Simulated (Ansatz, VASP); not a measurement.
**TiTc in VASP and in Ansatz**

```
CELL_PARAMETERS angstrom
3.13060 0.00000 0.00000
0.00000 3.13060 0.00000
0.00000 0.00000 3.13060
ATOMIC_POSITIONS crystal
Ti 0.50000 0.50000 0.50000
Tc 0.00000 0.00000 0.00000
```

Change from the starting cell: volume scaled by 1.02, crystal datasets.

Alike in both runs: task electric field gradients; functional PBEsol; k mesh 12 × 12 × 12; occupations fermi-dirac, width 0.08 eV; no spin polarisation.

|  | VASP | Ansatz |
| --- | --- | --- |
| version | VASP 6.6.1 | Ansatz 0.2.0 |
| potentials or method | VASP PAW PBE potentials, release 64 (Ti_sv, Tc_pv), cutoff 520 eV | all-electron PAW with datasets made for the crystal, scalar-relativistic |

Ansatz gave:

* pressure (GPa): -11.7

Task: Which values does VASP return?

Result: Pressure (GPa): -11.9.

VASP's potentials were made for PBE, not for PBEsol. Ansatz ran all-electron here, and VASP with PAW potentials.
